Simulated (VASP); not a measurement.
Input of a VASP 6.6.1 run:

INCAR

```
  ALGO = Normal
  EDIFF = 1E-6
  EDIFFG = -0.01
  ENCUT = 600
  GGA = PS
  IBRION = 2
  ISIF = 4
  ISMEAR = 0
  LASPH = True
  LCHARG = False
  LREAL = False
  LWAVE = False
  NELM = 80
  NSW = 50
  PREC = Accurate
  SIGMA = 0.02
```

Contents of KPOINTS:

```
k-points
0
Gamma
  8 8 8
```

POSCAR

```
CO2
1.0
   -1.9391571546      1.9391571546      2.9386581563
    1.9391571546     -1.9391571546      2.9386581563
    1.9391571546      1.9391571546     -2.9386581563
C O
2 4
Direct
    0.7500000000      0.2500000000      0.5000000000
    0.0000000000      0.0000000000      0.0000000000
    0.7077697658      0.1250000000      0.0827697658
    0.0422302342      0.6250000000      0.9172302342
    0.3750000000      0.2922302342      0.4172302342
    0.8750000000      0.9577697658      0.5827697658
```

Potentials or basis: VASP PAW PBE potentials, release 64 (C, O).

The run is started by

```console
$ cat potpaw_PBE.64/C/POTCAR potpaw_PBE.64/O/POTCAR > POTCAR
$ mpirun -np 1 vasp_std > vasp.out
```

Q: Predict the band gap on the k mesh.

A: 7.57 eV, indirect (least direct gap 7.96 eV).

Step by step:
| step | energy change (eV) | largest force (eV/Å) | pressure (GPa) | volume (Å³) |
| --- | --- | --- | --- | --- |
| 1 | 0.0000 | 0.5686 | 10.39 | 44.20 |
| 2 | -0.0228 | 0.1460 | 4.15 | 44.20 |
| 3 | -0.0247 | 0.0063 | 5.47 | 44.20 |
| 4 | -0.0258 | 0.0053 | 5.36 | 44.20 |
| 5 | -0.0271 | 0.0020 | 4.98 | 44.20 |

Caveat: the cell differs from its parent crystal (volume scaled by 0.97); the PAW data sets were made with another functional, which shifts forces and pressure a little. A k mesh can miss the band edges.
